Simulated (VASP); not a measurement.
Here is a VASP 6.6.1 calculation.

INCAR

```
SYSTEM = MgO
PREC = Accurate
ENCUT = 520
EDIFF = 1E-6
ISMEAR = 0
SIGMA = 0.05
LREAL = .FALSE.
LASPH = .TRUE.
NELM = 100
ALGO = Normal
ISIF = 2
LWAVE = .FALSE.
LCHARG = .FALSE.
GGA = PS
NBANDS = 11
```

The input KPOINTS:

```
regular mesh
0
G
  10 10 10
  0 0 0
```

Contents of POSCAR:

```
MgO
1.0
    0.0000000000      2.1861221847      2.1071057202
    2.1071057202      0.0000000000      2.1071057202
    2.1071057202      2.1861221847      0.0000000000
Mg O
1 1
Direct
    0.0000000000      0.0000000000      0.0000000000
    0.5000000000      0.5000000000      0.5000000000
```

Potentials or basis: VASP PAW PBE potentials, release 64 (Mg, O).

Command:

```sh
$ cat potpaw_PBE.64/Mg/POTCAR potpaw_PBE.64/O/POTCAR > POTCAR
$ mpirun -np 1 vasp_std > vasp.out
```

**Question.** Estimate the pressure.

**Answer.** -5.6 GPa.

**Question.** Estimate the band gap on the k mesh.

**Answer.** 4.22 eV, direct.

Stress tensor (GPa, compression positive):
```
-3.68  0.00  0.00
 0.00 -9.29  0.00
 0.00  0.00 -3.68
```

Caveat: the cell differs from its parent crystal (strain +0.0375 x Voigt [0, 1, 0, 0, 0, 0]); the PAW data sets were made with another functional, which shifts forces and pressure a little.
